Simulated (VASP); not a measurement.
# AlNi3 (R-3m) in VASP: notebook, part 2 of 2

VASP 6.6.1.

## (3) Single point, PBEsol (10.96 Å³/atom)

The input, INCAR:

```
  ALGO = Fast
  EDIFF = 1E-6
  ENCUT = 520
  GGA = PS
  ISIF = 2
  ISMEAR = 0
  LASPH = T
  LCHARG = F
  LREAL = F
  LWAVE = F
  NBANDS = 24
  NELM = 80
  PREC = Accurate
  SIGMA = 0.15
```

The input, KPOINTS:

```
k-points
0
Gamma
  14 14 14
```

The input, POSCAR:

```
AlNi3
1.0
    0.2075887025      2.9058820627      2.9058820627
    2.9058820627      0.2075887025      2.9058820627
    2.9058820627      2.9058820627      0.2075887025
Al Ni
1 3
Direct
    0.5000000000      0.5000000000      0.5000000000
    0.2500000000      0.2500000000      0.2500000000
    0.0000000000      0.0000000000      0.0000000000
    0.7500000000      0.7500000000      0.7500000000
```

Potentials or basis: VASP PAW PBE potentials, release 64 (Al, Ni).

Run with:

```console
$ cat potpaw_PBE.64/Al/POTCAR potpaw_PBE.64/Ni/POTCAR > POTCAR
$ mpirun -np 1 vasp_std > vasp.out
```

OUTCAR:

```text
EDIFF = 1E-6
   ENCUT = 520
   GGA = PS
   ISIF = 2
   ISMEAR = 0
   LASPH = T
   LREAL = F
   NELM = 80
   PREC = Accurate

 ion  position               nearest neighbor table
   1  0.500  0.500  0.500-   2 2.37   2 2.37   2 2.37   4 2.37   4 2.37   4 2.37   4 2.61   2 2.61
                             3 2.81   3 2.81   3 2.81   3 2.81   3 2.81   3 2.81
   2  0.250  0.250  0.250-   3 2.37   3 2.37   3 2.37   1 2.37   1 2.37   1 2.37   3 2.61   1 2.61
                             4 2.81   4 2.81   4 2.81   4 2.81   4 2.81   4 2.81
   3  0.000  0.000  0.000-   4 2.37   4 2.37   4 2.37   2 2.37   2 2.37   2 2.37   4 2.61   2 2.61
                             1 2.81   1 2.81   1 2.81   1 2.81   1 2.81   1 2.81
   4  0.750  0.750  0.750-   1 2.37   1 2.37   1 2.37   3 2.37   3 2.37   3 2.37   3 2.61   1 2.61
                             2 2.81   2 2.81   2 2.81   2 2.81   2 2.81   2 2.81

  LATTYP: Found a trigonal (rhomboedric) cell.
 ALAT       =     4.1147775388
 COS(alpha) =     0.5699830165

  Lattice vectors:

 A1 = (   0.2075887025,   2.9058820627,   2.9058820627)
 A2 = (   2.9058820627,   0.2075887025,   2.9058820627)
 A3 = (   2.9058820627,   2.9058820627,   0.2075887025)

Analysis of symmetry for initial positions (statically):
=====================================================================
 Subroutine PRICEL returns:
 Original cell was already a primitive cell.

 Routine SETGRP: Setting up the symmetry group for a
 trigonal (rhombohedral) supercell.

 Subroutine GETGRP returns: Found 12 space group operations
 (whereof 12 operations were pure point group operations)
 out of a pool of 12 trial point group operations.

The static configuration has the point symmetry D_3d.

Analysis of symmetry for dynamics (positions and initial velocities):
=====================================================================
 Subroutine PRICEL returns:
 Original cell was already a primitive cell.

 Routine SETGRP: Setting up the symmetry group for a
 trigonal (rhombohedral) supercell.

 Subroutine GETGRP returns: Found 12 space group operations
 (whereof 12 operations were pure point group operations)
 out of a pool of 12 trial point group operations.

The dynamic configuration has the point symmetry D_3d.

 Subroutine INISYM returns: Found 12 space group operations
 (whereof 12 operations are pure point group operations),
 and found     1 'primitive' translations

----------------------------------------------------------------------------------------

                                     Primitive cell

  volume of cell :      43.8256

  direct lattice vectors                    reciprocal lattice vectors
     0.207588702  2.905882063  2.905882063    -0.191692811  0.178911814  0.178911814
     2.905882063  0.207588702  2.905882063     0.178911814 -0.191692811  0.178911814
     2.905882063  2.905882063  0.207588702     0.178911814  0.178911814 -0.191692811

  length of vectors
     4.114777539  4.114777539  4.114777539     0.317435046  0.317435046  0.317435046

  position of ions in fractional coordinates (direct lattice)
     0.500000000  0.500000000  0.500000000
     0.250000000  0.250000000  0.250000000
     0.000000000  0.000000000  0.000000000
     0.750000000  0.750000000  0.750000000

  ion indices of the primitive-cell ions
   primitive index   ion index
                 1           1
                 2           2
                 3           3
                 4           4

----------------------------------------------------------------------------------------

 KPOINTS: k-points

Automatic generation of k-mesh.
 Grid dimensions read from file:
 generate k-points for:   14   14   14

 Generating k-lattice:

  Cartesian coordinates                     Fractional coordinates (reciprocal lattice)
    -0.013692344  0.012779415  0.012779415     0.071428571  0.000000000  0.000000000
     0.012779415 -0.013692344  0.012779415     0.000000000  0.071428571  0.000000000
     0.012779415  0.012779415 -0.013692344     0.000000000  0.000000000  0.071428571

  Length of vectors
     0.022673932  0.022673932  0.022673932

  Shift w.r.t. Gamma in fractional coordinates (k-lattice)
     0.000000000  0.000000000  0.000000000

 Subroutine IBZKPT returns following result:
 ===========================================

 Found    288 irreducible k-points:

 Following reciprocal coordinates:
            Coordinates               Weight
  0.000000  0.000000  0.000000      1.000000
  0.071429  0.000000 -0.000000      6.000000
  0.142857 -0.000000 -0.000000      6.000000
  0.214286 -0.000000 -0.000000      6.000000
  0.285714 -0.000000 -0.000000      6.000000
  0.357143 -0.000000 -0.000000      6.000000
[... 16 lines left out ...]
  0.214286  0.142857 -0.000000     12.000000
  0.285714  0.142857 -0.000000     12.000000
 [... further k-points ...]
   k-points           NKPTS =    288   k-points in BZ     NKDIM =    288   number of bands    NBANDS=     24
   number of dos      NEDOS =    301   number of ions     NIONS =      4
   total plane-waves  NPLWV =  32768
   dimension x,y,z NGX =    32 NGY =   32 NGZ =   32
   dimension x,y,z NGXF=    64 NGYF=   64 NGZF=   64
   ions per type =               1   3
   NGX,Y,Z   is equivalent  to a cutoff of  12.93, 12.93, 12.93 a.u.
   NGXF,Y,Z  is equivalent  to a cutoff of  25.86, 25.86, 25.86 a.u.
 SYSTEM =  unknown system
   PREC   = accura    normal or accurate (medium, high low for compatibility)
   ISTART =      0    job   : 0-new  1-cont  2-samecut
   ICHARG =      2    charge: 1-file 2-atom 10-const
   ISPIN  =      1    spin polarized calculation?
   LNONCOLLINEAR =      F non collinear calculations
   LSORBIT =      F    spin-orbit coupling
   LASPH  =      T    aspherical Exc in radial PAW
   ENCUT  =  520.0 eV  38.22 Ry    6.18 a.u.   7.65  7.65  7.65*2*pi/ulx,y,z
   NELM   =     80;   NELMIN=  2; NELMDL= -5     # of ELM steps
   EDIFF  = 0.1E-05   stopping-criterion for ELM
   LREAL  =      F    real-space projection
[... 7 lines left out ...]
   TEBEG  =    0.0;   TEEND  =   0.0 temperature during run
   PSTRESS=    0.0 pullay stress
   NELECT =      33.0000    total number of electrons
   NUPDOWN=      -1.0000    fix difference up-down
   EMIN   =  10.00;   EMAX   =-10.00  energy-range for DOS
   EFERMI =   0.00;   METHOD = LEGACY
   ISMEAR =     0;   SIGMA  =   0.15  broadening in eV -4-tet -1-fermi 0-gaus
   EFERMI_NEDOS =   21; number of points for ismear=-14 and -15
   IALGO  =     68    algorithm
   IMIX   =      4    mixing-type and parameters
     AMIX     =   0.40;   BMIX     =  1.00
     AMIX_MAG =   1.60;   BMIX_MAG =  1.00
  volume/ion in A,a.u.               =      10.96        73.94
  Fermi-wavevector in a.u.,A,eV,Ry     =   1.489373  2.814507 30.180872  2.218232
  Thomas-Fermi vector in A             =   2.602290
   LORBIT       =      0    0 simple, 1 ext, 2 COOP (PROOUT), +10 PAW based schemes
   GGA     = PS    functional components
   LHFCALC =     F    Hartree Fock is set to
   AEXX    =    0.0000 exact exchange contribution
   IVDW    =     0    specifies the selected vdW correction
   LEPSILON=     F    determine dielectric tensor
   LRPA    =     F    only Hartree local field effects (RPA)
 non-spin polarized calculation
 RMM-DIIS sequential band-by-band and
 Gauss-broadening in eV      SIGMA  =   0.15
  energy-cutoff  :      520.00
  volume of cell :       43.83
 maximum number of plane-waves:      1195
   NGX = 15   NGY = 15   NGZ = 15

 number of electron      32.9999993 magnetization

 Free energy of the ion-electron system (eV)
  ---------------------------------------------------
  ext. energy  EPLUGINS =         0.00000000
  ---------------------------------------------------
  free energy    TOTEN  =       -23.79794876 eV

  energy without entropy =      -23.76799665  energy(sigma->0) =      -23.78297270

 E-fermi :   9.8609     XC(G=0): -12.9773

 val. band max:        9.8580511406   @ k =  -0.4286  -0.4286   0.1429
 cond. band min:       9.8664316043   @ k =   0.4286  -0.0000  -0.0000
 fundamental gap:      0.0083804637
 Fermi energy:         9.8608844104

 k-point     1 :       0.0000    0.0000    0.0000
  band No.  band energies     occupation
      1      -0.3722      2.00000
      2       6.1623      2.00000
      3       6.2245      2.00000
      4       6.2245      2.00000
      5       6.4483      2.00000
      6       6.4483      2.00000
[... 16 lines left out ...]
     23      17.5980      0.00000
     24      18.5875      0.00000
[... 598 lines left out ...]
      2       5.5573      2.00000
      3       6.2987      2.00000
      4       6.4679      2.00000
      5       6.6876      2.00000
      6       6.8384      2.00000
[... 16 lines left out ...]
     23      17.7259      0.00000
     24      19.0230      0.00000

 [... further k-points ...]
[... 5 lines left out ...]
  --------------------------------------------------------------------------------------
  -------------------------------------------------------------------------------------
  Total        0.6986007      0.6986007      0.6986007     -2.4327957     -2.4327957     -2.4327957
  in kB       25.5394470     25.5394470     25.5394470    -88.9381497    -88.9381497    -88.9381497
  external PRESSURE =      25.5394470 kB  Pullay stress =       0.0000000 kB

 VOLUME and BASIS-vectors are now :
 -----------------------------------------------------------------------------
  energy-cutoff  :      520.00
  volume of cell :       43.83
      direct lattice vectors                 reciprocal lattice vectors
     0.207588702  2.905882063  2.905882063    -0.191692811  0.178911814  0.178911814
     2.905882063  0.207588702  2.905882063     0.178911814 -0.191692811  0.178911814
     2.905882063  2.905882063  0.207588702     0.178911814  0.178911814 -0.191692811

 POSITION                                       TOTAL-FORCE (eV/Angst)
 -----------------------------------------------------------------------------------
      3.00968      3.00968      3.00968        -0.000000      0.000000     -0.000000
      1.50484      1.50484      1.50484        -0.051721     -0.051721     -0.051721
      0.00000      0.00000      0.00000        -0.000000     -0.000000     -0.000000
      4.51451      4.51451      4.51451         0.051721      0.051721      0.051721
 -----------------------------------------------------------------------------------
    total drift:                                0.000000     -0.000000      0.000000

  FREE ENERGIE OF THE ION-ELECTRON SYSTEM (eV)
  ---------------------------------------------------
  free  energy   TOTEN  =       -23.7979487579 eV

  energy  without entropy=      -23.7679966475  energy(sigma->0) =      -23.78297270
```

It took 6.3 min on 1 thread of Intel Xeon Platinum 8259CL at 2.50GHz (Skylake/Cascade Lake), shared host; peak memory 0.37 GiB.

What came out:

```
Free energy            : -23.7979 eV
Pressure               : 2.6 GPa
Largest force          : 0.090 eV/Å
Band gap on the k mesh : zero (an odd number of electrons rules out a gap without spin polarisation)
```

Forces on the atoms (eV/Å):
```
Al   0.000  0.000  0.000
Ni  -0.052 -0.052 -0.052
Ni   0.000  0.000  0.000
Ni   0.052  0.052  0.052
```

Levels at points of the mesh, in eV from the Fermi level:
```
           k point  band 13  band 14  band 15  band 16  band 17  band 18  band 19  band 20
(0.00, 0.00, 0.00)    -0.59    -0.59    -0.44    -0.44     4.10     4.97     6.00     6.00
(0.50, 0.00, 0.00)    -0.84    -0.55    -0.51    -0.43    -0.14     3.78     4.32     4.32
(0.50, 0.50, 0.00)    -0.74    -0.65    -0.62    -0.50    -0.30    -0.26    -0.04     3.85
(0.50, 0.50, 0.50)    -0.55    -0.55    -0.44    -0.44    -0.16     4.99     4.99     5.42
```

Caveat: the PAW data sets were made with another functional, which shifts forces and pressure a little. Spin polarisation is off, so any magnetic state and its effect on volume and gap are missing.
